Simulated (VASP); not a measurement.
# LiOs (Fm-3m) in VASP: further runs

The runs below take LiOs through relaxation of cell and atoms, single point, with r2SCAN.

Everything below comes from runs of VASP 6.6.1. Logs are shortened: lines on timing, memory, paths and dates and some standing lists are left out, and cuts for length are marked.

**1. The cell of the first run**

The structure is cubic, space group Fm-3m (No. 225). Conventional cell: a = 4.692 Å, b = 4.692 Å, c = 4.692 Å, α = 90.00°, β = 90.00°, γ = 90.00°. Li (site symmetry m-3m) has 6 Os at 2.35 Å within 3.1 Å. Os (site symmetry m-3m) has 6 Li at 2.35 Å within 3.1 Å.

**2. Relaxation of cell and atoms, r2SCAN**

POSCAR

```
LiOs
1.0
    0.0000000000      2.3460738326      2.3460738326
    2.3460738326      0.0000000000      2.3460738326
    2.3460738326      2.3460738326      0.0000000000
Li Os
1 1
Direct
    0.0000000000      0.0000000000      0.0000000000
    0.5000000000      0.5000000000      0.5000000000
```

INCAR.step1

```
SYSTEM = LiOs
  ALGO = Normal
  EDIFF = 1E-5
  EDIFFG = -0.005
  ENCUT = 830
  GGA = PE
  GGA_COMPAT = .False.
  IBRION = 2
  ISIF = 3
  ISMEAR = 0
  LASPH = .True.
  LCHARG = .False.
  LREAL = .False.
  LWAVE = .True.
  NELM = 120
  NELMIN = 4
  NSW = 100
  PREC = Accurate
  SIGMA = 0.1
```

INCAR.step2

```
SYSTEM = LiOs
  ALGO = Normal
  EDIFF = 1E-7
  EDIFFG = -0.04
  ENCUT = 830
  GGA_COMPAT = .False.
  IBRION = 2
  ISIF = 3
  ISMEAR = 0
  ISTART = 1
  LASPH = .True.
  LCHARG = .False.
  LMIXTAU = .True.
  LREAL = .False.
  LWAVE = .False.
  METAGGA = R2SCAN
  NELM = 120
  NELMIN = 4
  NSW = 90
  PREC = Accurate
  SIGMA = 0.1
```

KPOINTS

```
k-points
0
Gamma
  6 6 6
  0 0 0
```

Potentials or basis: VASP PAW PBE potentials, release 64 (Li_sv, Os_sv_GW).

On the command line:

```console
cat potpaw_PBE.64/Li_sv/POTCAR potpaw_PBE.64/Os_sv_GW/POTCAR > POTCAR
cp INCAR.step1 INCAR
mpirun -np 1 vasp_std > vasp.out
cp INCAR.step2 INCAR
mpirun -np 1 vasp_std > vasp.out
```

OUTCAR:

```text
SYSTEM = LiOs
   EDIFF = 1E-7
   EDIFFG = -0.04
   ENCUT = 830
   IBRION = 2
   ISIF = 3
   ISMEAR = 0
   ISTART = 1
   LASPH = .True.
   LREAL = .False.
   METAGGA = R2SCAN
   NELM = 120
   NELMIN = 4
   NSW = 90
   PREC = Accurate

 ion  position               nearest neighbor table
   1  0.000  0.000  0.000-   2 2.35   2 2.35   2 2.35   2 2.35   2 2.35   2 2.35
   2  0.500  0.500  0.500-   1 2.35   1 2.35   1 2.35   1 2.35   1 2.35   1 2.35

  LATTYP: Found a face centered cubic cell.
 ALAT       =     4.6921476652

  Lattice vectors:

 A1 = (   0.0000000000,   2.3460738326,   2.3460738326)
 A2 = (   2.3460738326,   0.0000000000,   2.3460738326)
 A3 = (   2.3460738326,   2.3460738326,   0.0000000000)

Analysis of symmetry for initial positions (statically):
=====================================================================
 Subroutine PRICEL returns:
 Original cell was already a primitive cell.

 Routine SETGRP: Setting up the symmetry group for a
 face centered cubic supercell.

 Subroutine GETGRP returns: Found 48 space group operations
 (whereof 48 operations were pure point group operations)
 out of a pool of 48 trial point group operations.

The static configuration has the point symmetry O_h .

Analysis of symmetry for dynamics (positions and initial velocities):
=====================================================================
 Subroutine PRICEL returns:
 Original cell was already a primitive cell.

 Routine SETGRP: Setting up the symmetry group for a
 face centered cubic supercell.

 Subroutine GETGRP returns: Found 48 space group operations
 (whereof 48 operations were pure point group operations)
 out of a pool of 48 trial point group operations.

The dynamic configuration has the point symmetry O_h .

 Subroutine INISYM returns: Found 48 space group operations
 (whereof 48 operations are pure point group operations),
 and found     1 'primitive' translations

----------------------------------------------------------------------------------------

                                     Primitive cell

  volume of cell :      25.8259

  direct lattice vectors                    reciprocal lattice vectors
     0.000000000  2.346073833  2.346073833    -0.213122022  0.213122022  0.213122022
     2.346073833  0.000000000  2.346073833     0.213122022 -0.213122022  0.213122022
     2.346073833  2.346073833  0.000000000     0.213122022  0.213122022 -0.213122022

  length of vectors
     3.317849432  3.317849432  3.317849432     0.369138171  0.369138171  0.369138171

  position of ions in fractional coordinates (direct lattice)
     0.000000000  0.000000000  0.000000000
     0.500000000  0.500000000  0.500000000

  ion indices of the primitive-cell ions
   primitive index   ion index
                 1           1
                 2           2

----------------------------------------------------------------------------------------

 KPOINTS: k-points

Automatic generation of k-mesh.
 Grid dimensions read from file:
 generate k-points for:    6    6    6

 Generating k-lattice:

  Cartesian coordinates                     Fractional coordinates (reciprocal lattice)
    -0.035520337  0.035520337  0.035520337     0.166666667  0.000000000  0.000000000
     0.035520337 -0.035520337  0.035520337     0.000000000  0.166666667  0.000000000
     0.035520337  0.035520337 -0.035520337     0.000000000  0.000000000  0.166666667

  Length of vectors
     0.061523029  0.061523029  0.061523029

  Shift w.r.t. Gamma in fractional coordinates (k-lattice)
     0.000000000  0.000000000  0.000000000

 Subroutine IBZKPT returns following result:
 ===========================================

 Found     16 irreducible k-points:

 Following reciprocal coordinates:
            Coordinates               Weight
  0.000000  0.000000  0.000000      1.000000
  0.166667  0.000000  0.000000      8.000000
  0.333333  0.000000  0.000000      8.000000
  0.500000  0.000000  0.000000      4.000000
  0.166667  0.166667  0.000000      6.000000
  0.333333  0.166667  0.000000     24.000000
[... 8 lines left out ...]
 -0.333333  0.333333  0.166667     24.000000
 -0.333333  0.500000  0.166667     12.000000
   k-points           NKPTS =     16   k-points in BZ     NKDIM =     16   number of bands    NBANDS=     13
   number of dos      NEDOS =    301   number of ions     NIONS =      2
   total plane-waves  NPLWV =  32768
   dimension x,y,z NGX =    32 NGY =   32 NGZ =   32
   dimension x,y,z NGXF=    64 NGYF=   64 NGZF=   64
   ions per type =               1   1
   NGX,Y,Z   is equivalent  to a cutoff of  16.03, 16.03, 16.03 a.u.
   NGXF,Y,Z  is equivalent  to a cutoff of  32.07, 32.07, 32.07 a.u.
 SYSTEM =  LiOs
   PREC   = accura    normal or accurate (medium, high low for compatibility)
   ISTART =      1    job   : 0-new  1-cont  2-samecut
   ICHARG =      0    charge: 1-file 2-atom 10-const
   ISPIN  =      1    spin polarized calculation?
   LNONCOLLINEAR =      F non collinear calculations
   LSORBIT =      F    spin-orbit coupling
   LASPH  =      T    aspherical Exc in radial PAW
   ENCUT  =  830.0 eV  61.00 Ry    7.81 a.u.   7.79  7.79  7.79*2*pi/ulx,y,z
   NELM   =    120;   NELMIN=  4; NELMDL=  0     # of ELM steps
   EDIFF  = 0.1E-06   stopping-criterion for ELM
   LREAL  =      F    real-space projection
   EDIFFG = -.4E-01   stopping-criterion for IOM
   NSW    =     90    number of steps for IOM
   IBRION =      2    ionic relax: 0-MD 1-quasi-New 2-CG
   NFREE  =      1    steps in history (QN), initial steepest desc. (CG)
   ISIF   =      3    stress and relaxation
   ISYM   =      2    0-nonsym 1-usesym 2-fastsym
   POTIM  = 0.5000    time-step for ionic-motion
   TEBEG  =    0.0;   TEEND  =   0.0 temperature during run
   PSTRESS=    0.0 pullay stress
   NELECT =      19.0000    total number of electrons
   NUPDOWN=      -1.0000    fix difference up-down
   EMIN   =  10.00;   EMAX   =-10.00  energy-range for DOS
   EFERMI =   0.00;   METHOD = LEGACY
   ISMEAR =     0;   SIGMA  =   0.10  broadening in eV -4-tet -1-fermi 0-gaus
   EFERMI_NEDOS =   21; number of points for ismear=-14 and -15
   IALGO  =     38    algorithm
   IMIX   =      4    mixing-type and parameters
     AMIX     =   0.40;   BMIX     =  1.00
     AMIX_MAG =   1.60;   BMIX_MAG =  1.00
  volume/ion in A,a.u.               =      12.91        87.14
  Fermi-wavevector in a.u.,A,eV,Ry     =   1.477886  2.792800 29.717137  2.184148
  Thomas-Fermi vector in A             =   2.592235
   LORBIT       =      0    0 simple, 1 ext, 2 COOP (PROOUT), +10 PAW based schemes
   METAGGA = R2SCAN    functional components
   LHFCALC =     F    Hartree Fock is set to
   AEXX    =    0.0000 exact exchange contribution
   IVDW    =     0    specifies the selected vdW correction
   LEPSILON=     F    determine dielectric tensor
   LRPA    =     F    only Hartree local field effects (RPA)
 conjugate gradient relaxation of ions
 non-spin polarized calculation
 Gauss-broadening in eV      SIGMA  =   0.10
  energy-cutoff  :      830.00
  volume of cell :       25.83
 maximum number of plane-waves:      1420
   NGX = 15   NGY = 15   NGZ = 15

--------------------------------------- Ionic step        1  -------------------------------------------

 number of electron      18.9999999 magnetization

 Free energy of the ion-electron system (eV)
  ---------------------------------------------------
  ext. energy  EPLUGINS =         0.00000000
  ---------------------------------------------------
  free energy    TOTEN  =       -53.41644672 eV

  energy without entropy =      -53.39537938  energy(sigma->0) =      -53.40591305

------------------------ aborting loop because EDIFF is reached ----------------------------------------

  FORCE on cell =-STRESS in cart. coord.  units (eV):
  Direction    XX          YY          ZZ          XY          YZ          ZX
  --------------------------------------------------------------------------------------
  -------------------------------------------------------------------------------------
  Total       -1.5600947     -1.5600947     -1.5600947      0.0000000      0.0000000     -0.0000000
  in kB      -96.7846560    -96.7846560    -96.7846560      0.0000000      0.0000000     -0.0000000
  external PRESSURE =     -96.7846560 kB  Pullay stress =       0.0000000 kB

 VOLUME and BASIS-vectors are now :
 -----------------------------------------------------------------------------
  energy-cutoff  :      830.00
  volume of cell :       25.83
      direct lattice vectors                 reciprocal lattice vectors
     0.000000000  2.346073833  2.346073833    -0.213122022  0.213122022  0.213122022
     2.346073833  0.000000000  2.346073833     0.213122022 -0.213122022  0.213122022
     2.346073833  2.346073833  0.000000000     0.213122022  0.213122022 -0.213122022
[... 37 lines left out ...]
 POSITION                                       TOTAL-FORCE (eV/Angst)
 -----------------------------------------------------------------------------------
      2.25779      2.25779      0.00000        -0.000000     -0.000000      0.000000
      2.25779      2.25779      2.25779         0.000000      0.000000     -0.000000
 -----------------------------------------------------------------------------------
    total drift:                               -0.000000     -0.000000      0.000000

  FREE ENERGIE OF THE ION-ELECTRON SYSTEM (eV)
  ---------------------------------------------------
  free  energy   TOTEN  =       -53.4569616974 eV

  energy  without entropy=      -53.4389588714  energy(sigma->0) =      -53.44796028

--------------------------------------- Ionic step        3  -------------------------------------------

 number of electron      19.0000001 magnetization

 Free energy of the ion-electron system (eV)
  ---------------------------------------------------
  ext. energy  EPLUGINS =         0.00000000
  ---------------------------------------------------
  free energy    TOTEN  =       -53.47358947 eV

  energy without entropy =      -53.45461914  energy(sigma->0) =      -53.46410430

 E-fermi :   8.1976     XC(G=0): -13.4665

 val. band max:        8.1657131983   @ k =   0.3333   0.0000   0.0000
 cond. band min:       8.2212093945   @ k =   0.5000   0.3333   0.1667
 fundamental gap:      0.0554961962
 Fermi energy:         8.1976304610

 k-point     1 :       0.0000    0.0000    0.0000
  band No.  band energies     occupation
      1     -79.4834      2.00000
      2     -38.1775      2.00000
      3     -38.1775      2.00000
      4     -38.1775      2.00000
      5     -37.8836      2.00000
      6       0.7297      2.00000
      7       6.2885      2.00000
      8       6.2885      2.00000
      9       6.2885      2.00000
     10       7.3090      2.00000
     11       7.3091      2.00000
     12      19.4035      0.00000
     13      19.4035      0.00000

 k-point     2 :       0.1667    0.0000    0.0000
  band No.  band energies     occupation
      1     -79.4811      2.00000
      2     -38.3516      2.00000
      3     -38.1841      2.00000
      4     -38.1841      2.00000
      5     -37.7455      2.00000
      6       1.3252      2.00000
      7       5.9410      2.00000
      8       6.3962      2.00000
      9       6.3962      2.00000
     10       7.2283      2.00000
     11       7.2283      2.00000
[... 246 lines left out ...]
 POSITION                                       TOTAL-FORCE (eV/Angst)
 -----------------------------------------------------------------------------------
      0.00000      0.00000      0.00000        -0.000000      0.000000     -0.000000
      2.28876      2.28876      2.28876         0.000000     -0.000000      0.000000
 -----------------------------------------------------------------------------------
    total drift:                               -0.000000     -0.000000      0.000000

  FREE ENERGIE OF THE ION-ELECTRON SYSTEM (eV)
  ---------------------------------------------------
  free  energy   TOTEN  =       -53.4735894717 eV

  energy  without entropy=      -53.4546191379  energy(sigma->0) =      -53.46410430

 reached required accuracy - stopping structural energy minimisation
```

Run time: 3.5 min. Hardware: 1 thread of Intel Xeon Platinum 8259CL at 2.50GHz (Skylake/Cascade Lake), shared host; peak memory 0.21 GiB.

What came out:

```
Free energy                           : -53.4736 eV
Relaxed volume                        : 11.99 Å³/atom
Relaxed cell                          : a = 3.237 Å, b = 3.237 Å, c = 3.237 Å, α = 60.00°, β = 60.00°, γ = 60.00°
Space group after relaxing (to 0.1 Å) : Fm-3m (No. 225)
Energy gained by relaxing             : 28.6 meV/atom
Ionic steps                           : 3
Pressure after relaxing               : 0.0 GPa
Band gap on the k mesh                : zero (an odd number of electrons rules out a gap without spin polarisation)
```

Step by step:
```csv
step,energy change (eV),largest force (eV/Å),pressure (GPa),volume (Å³)
1,0.0000,0.0000,-9.68,25.83
2,-0.0405,0.0000,5.74,23.02
3,-0.0571,0.0000,0.02,23.98
```

Final structure:
```
Li Os
1.0
     0.00000    2.28876    2.28876
     2.28876    0.00000    2.28876
     2.28876    2.28876    0.00000
Li Os
1 1
Direct
  0.00000 0.00000 0.00000
  0.50000 0.50000 0.50000
```

Caveat: the k points lie up to 0.40 Å⁻¹ apart in the final cell, too coarse for converged energies and pressures of a metal; the PAW data sets were made with another functional, which shifts forces and pressure a little; spin-orbit coupling is left out, which moves the levels of the heavy elements.

**3. Single point, r2SCAN**

This run uses another cell than the first one, of 11.86 Å³/atom.

POSCAR

```
LiOs
1.0
    0.0000000000      2.2803269098      2.2803269098
    2.2803269098      0.0000000000      2.2803269098
    2.2803269098      2.2803269098      0.0000000000
Li Os
1 1
Direct
    0.0000000000      0.0000000000      0.0000000000
    0.5000000000      0.5000000000      0.5000000000
```

INCAR.step1

```
ALGO = Normal
EDIFF = 1E-5
ENCUT = 830
GGA = PE
GGA_COMPAT = False
ISMEAR = 0
LASPH = True
LCHARG = False
LREAL = False
LWAVE = True
NBANDS = 16
NELM = 120
PREC = Accurate
SIGMA = 0.1
```

INCAR.step2

```
ALGO = Normal
EDIFF = 1E-6
ENCUT = 830
GGA_COMPAT = False
ISIF = 2
ISMEAR = 0
ISTART = 1
LASPH = True
LCHARG = False
LMIXTAU = True
LREAL = False
LWAVE = False
METAGGA = R2SCAN
NBANDS = 16
NELM = 120
PREC = Accurate
SIGMA = 0.1
```

KPOINTS

```
k-points
0
Gamma
  6 6 6
```

Potentials or basis: VASP PAW PBE potentials, release 64 (Li_sv, Os_sv_GW).

On the command line:

```console
cat potpaw_PBE.64/Li_sv/POTCAR potpaw_PBE.64/Os_sv_GW/POTCAR > POTCAR
cp INCAR.step1 INCAR
mpirun -np 1 vasp_std > vasp.out
cp INCAR.step2 INCAR
mpirun -np 1 vasp_std > vasp.out
```

Wall time 2.1 min (1 thread of Intel Xeon Platinum 8259CL at 2.50GHz (Skylake/Cascade Lake), shared host); peak memory 0.18 GiB.

It converged, with:

```
Free energy            : -53.4704 eV
Pressure               : 1.8 GPa
Band gap on the k mesh : zero (an odd number of electrons rules out a gap without spin polarisation)
```

Levels at points of the mesh, in eV from the Fermi level:
```
           k point  band 5  band 6  band 7  band 8  band 9  band 10  band 11  band 12  band 13  band 14
(0.00, 0.00, 0.00)  -46.11   -7.52   -1.94   -1.94   -1.94    -0.90    -0.90    11.24    11.24    11.24
(0.50, 0.00, 0.00)  -45.76   -5.90   -2.72   -2.72    0.43     0.67     0.67     3.24    13.56    13.56
(0.50, 0.50, 0.00)  -46.10   -4.10   -3.67   -0.74    0.27     1.26     1.26     4.98     5.91     5.91
```

Caveat: the k points lie up to 0.40 Å⁻¹ apart, too coarse for converged energies and pressures of a metal; the PAW data sets were made with another functional, which shifts forces and pressure a little; spin-orbit coupling is left out, which moves the levels of the heavy elements.

[end of part 1 of 2]
